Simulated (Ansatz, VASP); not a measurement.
## ZnS in VASP and in Ansatz

```
Zn S
1.0
     0.00000    2.71286    2.71286
     2.71286    0.00000    2.71286
     2.71286    2.71286    0.00000
Zn S
1 1
Direct
  0.00000 0.00000 0.00000
  0.25000 0.25000 0.25000
```

Alike in both runs: task single point; functional HSE06; k mesh 6 × 6 × 6; occupations gaussian, width 0.05 eV; no spin polarisation.

|  | VASP | Ansatz |
| --- | --- | --- |
| version | VASP 6.6.1 | Ansatz 0.2.0 |
| potentials or method | VASP PAW PBE potentials, release 64 (Zn, S), cutoff 400 eV | scalar-relativistic, plane waves, PAW |
| valence electrons in the cell | 18 | 18 |

|  | VASP | Ansatz | Ansatz less VASP |
| --- | --- | --- | --- |
| gap on the k mesh at the Fermi level (eV) | 3.27 | 3.28 | +0.013 |
| least direct gap on the mesh (eV) | 3.27 | 3.28 | +0.013 |
| pressure (GPa) | -0.3 | 0.0 | +0.28 |

With one functional, cell and mesh, what is left measures potentials, basis and numerics. Ansatz's warnings: stress exchange threshold loose, stress scf threshold loose.
